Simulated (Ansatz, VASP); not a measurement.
## One calculation of ZnCd2S3, two programs

INCAR

```
PREC     = Accurate       # precision mode
ENCUT    = 520            # plane-wave cutoff, eV
EDIFF    = 1E-6           # SCF threshold, eV
ISMEAR   = 0              # smearing method
SIGMA    = 0.1            # smearing width, eV
LREAL    = F              # projectors in reciprocal space
LASPH    = T              # aspherical terms in the spheres
NELM     = 100            # most SCF steps
ALGO     = Normal         # electronic algorithm
ISIF     = 2              # what is computed and relaxed
LWAVE    = F              # write WAVECAR
LCHARG   = F              # write CHGCAR
GGA      = PE             # functional
NBANDS   = 36             # bands
```

Contents of KPOINTS:

```
regular mesh
0
Gamma
  6 6 6
```

File POSCAR:

```
ZnCd2S3
1.0
   -2.0277317000      2.0277317000      8.7320507000
    2.0277317000     -2.0277317000      8.7320507000
    2.0277317000      2.0277317000     -8.7320507000
Zn Cd S
1 2 3
Direct
    0.0000000000      0.0000000000      0.0000000000
    0.6614290000      0.6614290000      0.0000000000
    0.3385710000      0.3385710000      0.0000000000
    0.7500000000      0.2500000000      0.5000000000
    0.4274870000      0.9274870000      0.5000000000
    0.0725130000      0.5725130000      0.5000000000
```

Input for Ansatz:

```yaml
crystal:
  lattice:
    - [-2.0277317, 2.0277317, 8.7320507]
    - [2.0277317, -2.0277317, 8.7320507]
    - [2.0277317, 2.0277317, -8.7320507]
  atoms:
    - { symbol: Zn, position: [0.0, 0.0, 0.0] }
    - { symbol: Cd, position: [0.661429, 0.661429, 0.0] }
    - { symbol: Cd, position: [0.338571, 0.338571, 0.0] }
    - { symbol: S, position: [0.75, 0.25, 0.5] }
    - { symbol: S, position: [0.427487, 0.927487, 0.5] }
    - { symbol: S, position: [0.072513, 0.572513, 0.5] }
basis:
  ecutwfc: 420
kpoints:
  mp_grid: { grid: [6, 6, 6] }
hamiltonian:
  xc: pbe
scf:
  occupations: { method: gaussian, width: 0.1 }
  lower_state_search: "off"
output:
  forces: true
  stress: true
  eigenvalues: true
```

Alike in both runs: task single point; functional PBE; k mesh 6 × 6 × 6; occupations gaussian, width 0.1 eV; no spin polarisation.

|  | VASP | Ansatz |
| --- | --- | --- |
| version | VASP 6.6.1 | Ansatz 0.2.0 |
| potentials or method | VASP PAW PBE potentials, release 64 (Zn, Cd, S), cutoff 520 eV | scalar-relativistic, plane waves, PAW |
| valence electrons in the cell | 54 | 70 |

|  | VASP | Ansatz | Ansatz less VASP |
| --- | --- | --- | --- |
| gap on the k mesh at the Fermi level (eV) | 1.23 | 1.23 | -0.004 |
| least direct gap on the mesh (eV) | 1.23 | 1.23 | -0.004 |
| pressure (GPa) | 0.3 | 0.0 | -0.26 |
| rms of the force components (eV/Å) | 0.008 | 0.000 | -0.0075 |

Atom by atom the forces differ by 0.008 eV/Å (rms over components). VASP's potentials hold 54 valence electrons a cell and Ansatz's 70, so a difference there can come from the potentials and not from the codes.
